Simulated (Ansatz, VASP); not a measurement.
## One calculation of NaCl, two programs

POSCAR

```
NaCl
1.0
    0.0000000000      2.7219811040      2.7219811040
    2.7219811040      0.0000000000      2.7219811040
    2.7219811040      2.7219811040      0.0000000000
Na Cl
1 1
Direct
    0.0000000000      0.0000000000      0.0000000000
    0.5000000000      0.5000000000      0.5000000000
```

File INCAR.step1:

```
SYSTEM = NaCl
PREC = Accurate
ENCUT = 520
ISMEAR = 0
SIGMA = 0.01
LREAL = .FALSE.
LASPH = .TRUE.
NELM = 80
NBANDS = 14
GGA = PE
ALGO = Normal
EDIFF = 1E-4
LWAVE = .TRUE.
LCHARG = .FALSE.
```

The input INCAR.step2:

```
SYSTEM = NaCl
PREC = Accurate
ENCUT = 520
EDIFF = 1E-7
ISMEAR = 0
SIGMA = 0.01
LREAL = .FALSE.
LASPH = .TRUE.
NELM = 80
ALGO = Normal
ISIF = 2
LWAVE = .FALSE.
LCHARG = .FALSE.
METAGGA = R2SCAN
LMIXTAU = .TRUE.
NBANDS = 14
ISTART = 1
```

File KPOINTS:

```
Automatic mesh
0
G
  8 8 8
  0 0 0
```

Input for Ansatz:

```yaml
crystal:
  lattice:
    - [0.0, 2.721981104, 2.721981104]
    - [2.721981104, 0.0, 2.721981104]
    - [2.721981104, 2.721981104, 0.0]
  atoms:
    - { symbol: Na, position: [0.0, 0.0, 0.0] }
    - { symbol: Cl, position: [0.5, 0.5, 0.5] }
kpoints:
  mp_grid: { grid: [8, 8, 8] }
  band_path:
    path:
      - [0.0, 0.0, 0.0]
      - [0.5, 0.0, 0.5]
      - [0.625, 0.25, 0.625]
      - [0.375, 0.375, 0.75]
      - [0.5, 0.5, 0.5]
      - [0.5, 0.25, 0.75]
    npoints: 1
hamiltonian:
  xc: r2scan
scf:
  occupations: { method: fixed }
  n_extra_bands: 4
output:
  forces: true
  stress: true
  eigenvalues: true
  write_density: true
  write_potential: true
  elf: true
  volumetric_format: npy
```

Change from the starting cell: hydrostatic strain -2.9%.

Alike in both runs: task single point; functional r2SCAN; k mesh 8 × 8 × 8; no spin polarisation.

|  | VASP | Ansatz |
| --- | --- | --- |
| version | VASP 6.6.1 | Ansatz 0.2.0 |
| potentials or method | VASP PAW PBE potentials, release 64 (Na_pv, Cl) | plane waves, PAW |
| plane-wave cutoff (eV) | 520 | 500 |
| occupations | gaussian, width 0.01 eV | fixed |
| valence electrons in the cell | 14 | 16 |

```tsv
	VASP	Ansatz	Ansatz less VASP
gap on the k mesh at the Fermi level (eV)	6.40	6.37	-0.024
pressure (GPa)	2.7	3.0	+0.35
```

VASP's potentials were made for PBE, not for r2SCAN. VASP's potentials hold 14 valence electrons a cell and Ansatz's 16, so a difference there can come from the potentials and not from the codes.
